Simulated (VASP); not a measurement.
# Cs (Im-3m) in VASP: settings compared

Aim: see how the results for Cs move with the level of theory and the settings. Levels: r2SCAN0, r2SCAN. Tasks: single point.

Program: VASP 6.6.1. These are calculated values, not measurements. Logs are shortened: lines on timing, memory, paths and dates and some standing lists are left out, and cuts for length are marked.

### Step 1. The cell of the first run

Symmetry: Im-3m, No. 229, cubic system. The conventional cell has a = 6.270 Å, b = 6.270 Å, c = 6.270 Å, α = 90.00°, β = 90.00°, γ = 90.00°.

### Step 2. Single point, r2SCAN0

POSCAR

```
Cs
1.0
   -3.1348858331      3.1348858331      3.1348858331
    3.1348858331     -3.1348858331      3.1348858331
    3.1348858331      3.1348858331     -3.1348858331
Cs
1
Direct
    0.0000000000      0.0000000000      0.0000000000
```

INCAR.step1

```
SYSTEM = Cs
PREC     = Accurate       ! precision mode
ENCUT    = 520            ! plane-wave cutoff, eV
EDIFF    = 1E-5           ! SCF threshold, eV
ISMEAR   = -1             ! smearing method
SIGMA    = 0.1            ! smearing width, eV
LREAL    = .False.        ! projectors in reciprocal space
LASPH    = .True.         ! aspherical terms in the spheres
NELM     = 100            ! most SCF steps
ALGO     = Normal         ! electronic algorithm
ISIF     = 2              ! what is computed and relaxed
LWAVE    = .True.         ! write WAVECAR
LCHARG   = .False.        ! write CHGCAR
GGA      = PE             ! functional
NBANDS   = 10             ! bands
```

INCAR.step2

```
SYSTEM = Cs
PREC     = Accurate       ! precision mode
ENCUT    = 520            ! plane-wave cutoff, eV
EDIFF    = 1E-6           ! SCF threshold, eV
ISMEAR   = -1             ! smearing method
SIGMA    = 0.1            ! smearing width, eV
LREAL    = .False.        ! projectors in reciprocal space
LASPH    = .True.         ! aspherical terms in the spheres
NELM     = 100            ! most SCF steps
ALGO     = Normal         ! electronic algorithm
ISIF     = 2              ! what is computed and relaxed
LWAVE    = .False.        ! write WAVECAR
LCHARG   = .False.        ! write CHGCAR
METAGGA  = R2SCAN         ! meta-GGA
LHFCALC  = .True.         ! exact exchange
AEXX     = 0.25           ! exact-exchange fraction
LMIXTAU  = .True.       
PRECFOCK = Normal       
ISTART   = 1            
NBANDS   = 10             ! bands
```

KPOINTS

```
Automatic mesh
0
Gamma
  4 4 4
  0 0 0
```

Potentials or basis: VASP PAW PBE potentials, release 64 (Cs_sv).

Started as:

```bash
> cat potpaw_PBE.64/Cs_sv/POTCAR > POTCAR
> cp INCAR.step1 INCAR
> mpirun -np 1 vasp_std > vasp.out
> cp INCAR.step2 INCAR
> mpirun -np 1 vasp_std > vasp.out
```

OUTCAR:

```text
SYSTEM = Cs
   PREC = Accurate
   ENCUT = 520
   EDIFF = 1E-6
   ISMEAR = -1
   LREAL = .False.
   LASPH = .True.
   NELM = 100
   ISIF = 2
   METAGGA = R2SCAN
   LHFCALC = .True.
   AEXX = 0.25
   PRECFOCK = Normal
   ISTART = 1

 ion  position               nearest neighbor table
   1  0.000  0.000  0.000-

  LATTYP: Found a body centered cubic cell.
 ALAT       =     6.2697716662

  Lattice vectors:

 A1 = (  -3.1348858331,   3.1348858331,   3.1348858331)
 A2 = (   3.1348858331,  -3.1348858331,   3.1348858331)
 A3 = (   3.1348858331,   3.1348858331,  -3.1348858331)

Analysis of symmetry for initial positions (statically):
=====================================================================
 Subroutine PRICEL returns:
 Original cell was already a primitive cell.

 Routine SETGRP: Setting up the symmetry group for a
 body centered cubic supercell.

 Subroutine GETGRP returns: Found 48 space group operations
 (whereof 48 operations were pure point group operations)
 out of a pool of 48 trial point group operations.

The static configuration has the point symmetry O_h .

Analysis of symmetry for dynamics (positions and initial velocities):
=====================================================================
 Subroutine PRICEL returns:
 Original cell was already a primitive cell.

 Routine SETGRP: Setting up the symmetry group for a
 body centered cubic supercell.

 Subroutine GETGRP returns: Found 48 space group operations
 (whereof 48 operations were pure point group operations)
 out of a pool of 48 trial point group operations.

The dynamic configuration has the point symmetry O_h .

 Subroutine INISYM returns: Found 48 space group operations
 (whereof 48 operations are pure point group operations),
 and found     1 'primitive' translations

----------------------------------------------------------------------------------------

                                     Primitive cell

  volume of cell :     123.2325

  direct lattice vectors                    reciprocal lattice vectors
    -3.134885833  3.134885833  3.134885833     0.000000000  0.159495441  0.159495441
     3.134885833 -3.134885833  3.134885833     0.159495441  0.000000000  0.159495441
     3.134885833  3.134885833 -3.134885833     0.159495441  0.159495441  0.000000000

  length of vectors
     5.429781539  5.429781539  5.429781539     0.225560617  0.225560617  0.225560617

  position of ions in fractional coordinates (direct lattice)
     0.000000000  0.000000000  0.000000000

  ion indices of the primitive-cell ions
   primitive index   ion index
                 1           1

----------------------------------------------------------------------------------------

 KPOINTS: Automatic mesh

Automatic generation of k-mesh.
 Grid dimensions read from file:
 generate k-points for:    4    4    4

 Generating k-lattice:

  Cartesian coordinates                     Fractional coordinates (reciprocal lattice)
     0.000000000  0.039873860  0.039873860     0.250000000  0.000000000  0.000000000
     0.039873860  0.000000000  0.039873860     0.000000000  0.250000000  0.000000000
     0.039873860  0.039873860  0.000000000     0.000000000  0.000000000  0.250000000

  Length of vectors
     0.056390154  0.056390154  0.056390154

  Shift w.r.t. Gamma in fractional coordinates (k-lattice)
     0.000000000  0.000000000  0.000000000

 Subroutine IBZKPT returns following result:
 ===========================================

 Found      8 irreducible k-points:

 Following reciprocal coordinates:
            Coordinates               Weight
  0.000000  0.000000  0.000000      1.000000
  0.250000  0.000000  0.000000     12.000000
  0.500000  0.000000  0.000000      6.000000
  0.250000  0.250000  0.000000     24.000000
  0.250000  0.250000  0.250000      2.000000
 -0.250000  0.250000  0.250000      6.000000
  0.500000  0.500000  0.250000     12.000000
  0.500000  0.500000  0.500000      1.000000
   k-points           NKPTS =      8   k-points in BZ     NKDIM =     64   number of bands    NBANDS=     10
   number of dos      NEDOS =    301   number of ions     NIONS =      1
   total plane-waves  NPLWV =  64000
   dimension x,y,z NGX =    40 NGY =   40 NGZ =   40
   dimension x,y,z NGXF=    80 NGYF=   80 NGZF=   80
   ions per type =               1
   NGX,Y,Z   is equivalent  to a cutoff of  12.25, 12.25, 12.25 a.u.
   NGXF,Y,Z  is equivalent  to a cutoff of  24.49, 24.49, 24.49 a.u.
 SYSTEM =  Cs
   PREC   = accura    normal or accurate (medium, high low for compatibility)
   ISTART =      1    job   : 0-new  1-cont  2-samecut
   ICHARG =      0    charge: 1-file 2-atom 10-const
   ISPIN  =      1    spin polarized calculation?
   LNONCOLLINEAR =      F non collinear calculations
   LSORBIT =      F    spin-orbit coupling
   LASPH  =      T    aspherical Exc in radial PAW
   ENCUT  =  520.0 eV  38.22 Ry    6.18 a.u.  10.10 10.10 10.10*2*pi/ulx,y,z
   NELM   =    100;   NELMIN=  2; NELMDL=  0     # of ELM steps
   EDIFF  = 0.1E-05   stopping-criterion for ELM
   LREAL  =      F    real-space projection
   EDIFFG = 0.1E-04   stopping-criterion for IOM
   NSW    =      0    number of steps for IOM
   IBRION =     -1    ionic relax: 0-MD 1-quasi-New 2-CG
   NFREE  =      0    steps in history (QN), initial steepest desc. (CG)
   ISIF   =      2    stress and relaxation
   ISYM   =      3    0-nonsym 1-usesym 2-fastsym
   POTIM  = 0.5000    time-step for ionic-motion
   TEBEG  =    0.0;   TEEND  =   0.0 temperature during run
   PSTRESS=    0.0 pullay stress
   NELECT =       9.0000    total number of electrons
   NUPDOWN=      -1.0000    fix difference up-down
   EMIN   =  10.00;   EMAX   =-10.00  energy-range for DOS
   EFERMI =   0.00;   METHOD = LEGACY
   ISMEAR =    -1;   SIGMA  =   0.10  broadening in eV -4-tet -1-fermi 0-gaus
   EFERMI_NEDOS =   21; number of points for ismear=-14 and -15
   IALGO  =     38    algorithm
   IMIX   =      1    mixing-type and parameters
     AMIX     =   0.40;   BMIX     =  1.00
     AMIX_MAG =   1.60;   BMIX_MAG =  1.00
  volume/ion in A,a.u.               =     123.23       831.61
  Fermi-wavevector in a.u.,A,eV,Ry     =   0.684301  1.293142  6.371174  0.468268
  Thomas-Fermi vector in A             =   1.763915
   LORBIT       =      0    0 simple, 1 ext, 2 COOP (PROOUT), +10 PAW based schemes
   METAGGA = R2SCAN    functional components
   LHFCALC =     T    Hartree Fock is set to
   PRECFOCK=normal    Normal, Fast or Accurate (Low or Medium for compatibility)
   ENCUT4O =  -1.0   cutoff for four orbital integrals eV
   NKREDX  =     1    reduce k-point grid by
   NKREDY  =     1    reduce k-point grid by
   NKREDZ  =     1    reduce k-point grid by
   AEXX    =    0.2500 exact exchange contribution
   HFSCREEN=    0.0000 screening length (either q_TF or 0.3 A-1)
   HFSCREENC=   0.0000 screening length for correlation (either q_TF or 0.3 A-1)
   ENCUTFOCK=  -1.0 apply spherical cutoff to Coloumb kernel
   IVDW    =     0    specifies the selected vdW correction
   LEPSILON=     F    determine dielectric tensor
   LRPA    =     F    only Hartree local field effects (RPA)
 non-spin polarized calculation
  energy-cutoff  :      520.00
  volume of cell :      123.23
 maximum number of plane-waves:      3352
  NGX = 32; NGY = 32; NGZ = 32

 number of electron       8.9999999 magnetization

 Free energy of the ion-electron system (eV)
  ---------------------------------------------------
  ext. energy  EPLUGINS =         0.00000000
  ---------------------------------------------------
  free energy    TOTEN  =       -19.28434522 eV

  energy without entropy =      -19.23132433  energy(sigma->0) =      -19.25783478

 E-fermi :   0.3743     XC(G=0):  -4.3314

 val. band max:        0.3587878395   @ k =   0.2500   0.2500   0.0000
 cond. band min:       0.8177389021   @ k =   0.5000   0.0000   0.0000
 fundamental gap:      0.4589510626
 Fermi energy:         0.3743234288

 k-point     1 :       0.0000    0.0000    0.0000
  band No.  band energies     occupation
      1     -26.6938      2.00000
      2     -12.1559      2.00000
      3     -12.1559      2.00000
      4     -12.1559      2.00000
      5      -1.9991      2.00000
      6       3.7526      0.00000
      7       3.7527      0.00000
      8       3.7527      0.00000
      9       4.6122      0.00000
     10       4.6122      0.00000

 k-point     2 :       0.2500    0.0000    0.0000
  band No.  band energies     occupation
      1     -26.6910      2.00000
      2     -12.2160      2.00000
      3     -12.1747      2.00000
      4     -12.1560      2.00000
      5      -1.1866      2.00000
      6       2.7695      0.00000
      7       3.1683      0.00000
      8       4.4228      0.00000
      9       4.4642      0.00000
     10       4.5521      0.00000

 k-point     3 :       0.5000    0.0000    0.0000
  band No.  band energies     occupation
      1     -26.6882      2.00000
      2     -12.2725      2.00000
      3     -12.1934      2.00000
      4     -12.1559      2.00000
      5       0.8177      0.02345
      6       1.4091      0.00006
      7       2.7883      0.00000
      8       4.4476      0.00000
      9       5.1399      0.00000
     10       5.2757      0.00000

 k-point     4 :       0.2500    0.2500    0.0000
  band No.  band energies     occupation
      1     -26.6882      2.00000
      2     -12.2509      2.00000
      3     -12.2036      2.00000
      4     -12.1675      2.00000
      5       0.3588      1.07752
      6       2.0225      0.00000
      7       2.4186      0.00000
      8       4.4693      0.00000
      9       4.6031      0.00000
     10       5.2718      0.00000

 k-point     5 :       0.2500    0.2500    0.2500
  band No.  band energies     occupation
      1     -26.6879      2.00000
      2     -12.2123      2.00000
      3     -12.2123      2.00000
      4     -12.2123      2.00000
      5       1.7944      0.00000
      6       1.7944      0.00000
      7       1.7944      0.00000
      8       3.4436      0.00000
      9       5.2359      0.00000
     10       5.2359      0.00000

 k-point     6 :      -0.2500    0.2500    0.2500
  band No.  band energies     occupation
      1     -26.6885      2.00000
      2     -12.2178      2.00000
      3     -12.1950      2.00000
      4     -12.1950      2.00000
      5      -0.4682      1.99956
      6       2.5660      0.00000
      7       3.3372      0.00000
      8       3.3372      0.00000
      9       4.5222      0.00000
     10       4.6336      0.00000

 k-point     7 :       0.5000    0.5000    0.2500
  band No.  band energies     occupation
      1     -26.6860      2.00000
      2     -12.2544      2.00000
      3     -12.2151      2.00000
      4     -12.1969      2.00000
      5       1.4409      0.00005
      6       1.4706      0.00003
      7       3.0648      0.00000
      8       3.2529      0.00000
      9       4.5116      0.00000
     10       5.9454      0.00000

 k-point     8 :       0.5000    0.5000    0.5000
  band No.  band energies     occupation
      1     -26.6839      2.00000
      2     -12.2365      2.00000
      3     -12.2365      2.00000
      4     -12.2365      2.00000
      5       1.5892      0.00001
      6       1.5892      0.00001
      7       3.8771      0.00000
      8       3.8771      0.00000
      9       3.8771      0.00000
     10       5.6404      0.00000

------------------------ aborting loop because EDIFF is reached ----------------------------------------

  FORCE on cell =-STRESS in cart. coord.  units (eV):
  Direction    XX          YY          ZZ          XY          YZ          ZX
  --------------------------------------------------------------------------------------
  -------------------------------------------------------------------------------------
  Total        0.0596226      0.0596226      0.0596226      0.0000000     -0.0000000      0.0000000
  in kB        0.7751689      0.7751689      0.7751689      0.0000000     -0.0000000      0.0000000
  external PRESSURE =       0.7751689 kB  Pullay stress =       0.0000000 kB

 VOLUME and BASIS-vectors are now :
 -----------------------------------------------------------------------------
  energy-cutoff  :      520.00
  volume of cell :      123.23
      direct lattice vectors                 reciprocal lattice vectors
    -3.134885833  3.134885833  3.134885833     0.000000000  0.159495441  0.159495441
     3.134885833 -3.134885833  3.134885833     0.159495441  0.000000000  0.159495441
     3.134885833  3.134885833 -3.134885833     0.159495441  0.159495441  0.000000000

 POSITION                                       TOTAL-FORCE (eV/Angst)
 -----------------------------------------------------------------------------------
      0.00000      0.00000      0.00000        -0.000000      0.000000     -0.000000
 -----------------------------------------------------------------------------------
    total drift:                               -0.000000     -0.000000     -0.000000

  FREE ENERGIE OF THE ION-ELECTRON SYSTEM (eV)
  ---------------------------------------------------
  free  energy   TOTEN  =       -19.2843452226 eV

  energy  without entropy=      -19.2313243341  energy(sigma->0) =      -19.25783478
```

It took 6.9 min on 1 thread of AMD EPYC 7R13 (Zen 3), shared host; peak memory 0.25 GiB.

Results:

| Quantity | Value |
| --- | --- |
| Free energy | -19.2843 eV |
| Pressure | 0.1 GPa |

Levels at points of the mesh, in eV from the Fermi level:
```
           k point  band 1  band 2  band 3  band 4  band 5  band 6  band 7  band 8
(0.00, 0.00, 0.00)  -27.07  -12.53  -12.53  -12.53   -2.37    3.38    3.38    3.38
(0.50, 0.00, 0.00)  -27.06  -12.65  -12.57  -12.53    0.44    1.03    2.41    4.07
(0.50, 0.50, 0.50)  -27.06  -12.61  -12.61  -12.61    1.21    1.21    3.50    3.50
```

Caveat: the PAW data sets were made with another functional, which shifts forces and pressure a little; spin-orbit coupling is left out, which moves the levels of the heavy elements.

### Step 3. Single point, r2SCAN

POSCAR is that of step 2.

INCAR.step1

```
ALGO = Normal ; EDIFF = 1E-5
ENCUT = 550 ; GGA = PE
GGA_COMPAT = False ; ISMEAR = -1
LASPH = True ; LCHARG = False
LREAL = False ; LWAVE = True
NBANDS = 10 ; NELM = 120
PREC = Accurate ; SIGMA = 0.1
```

INCAR.step2

```
ALGO = Normal ; EDIFF = 1E-6
ENCUT = 550 ; GGA_COMPAT = False
ISIF = 2 ; ISMEAR = -1
ISTART = 1 ; LASPH = True
LCHARG = False ; LMIXTAU = True
LREAL = False ; LWAVE = False
METAGGA = R2SCAN ; NBANDS = 10
NELM = 120 ; PREC = Accurate
SIGMA = 0.1
```

KPOINTS

```
k-points
0
Gamma
  4 4 4
```

Potentials or basis: VASP PAW PBE potentials, release 64 (Cs_sv).

Started as:

```bash
> cat potpaw_PBE.64/Cs_sv/POTCAR > POTCAR
> cp INCAR.step1 INCAR
> mpirun -np 1 vasp_std > vasp.out
> cp INCAR.step2 INCAR
> mpirun -np 1 vasp_std > vasp.out
```

It took 41 s on 1 thread of Intel Xeon Platinum 8375C at 2.90GHz (Ice Lake), shared host; peak memory 0.27 GiB.

It converged, with:

```yaml
Free_energy: -25.0117 eV
Pressure: 0.0 GPa
```

Levels at points of the mesh, in eV from the Fermi level:
```tsv
k point	band 2	band 3	band 4	band 5	band 6	band 7
(0.00, 0.00, 0.00)	-11.21	-11.21	-11.21	-1.71	2.77	2.77
(0.50, 0.00, 0.00)	-11.32	-11.25	-11.21	0.13	0.73	1.85
(0.50, 0.50, 0.50)	-11.29	-11.29	-11.29	0.70	0.70	3.08
```

Caveat: the PAW data sets were made with another functional, which shifts forces and pressure a little; spin-orbit coupling is left out, which moves the levels of the heavy elements.
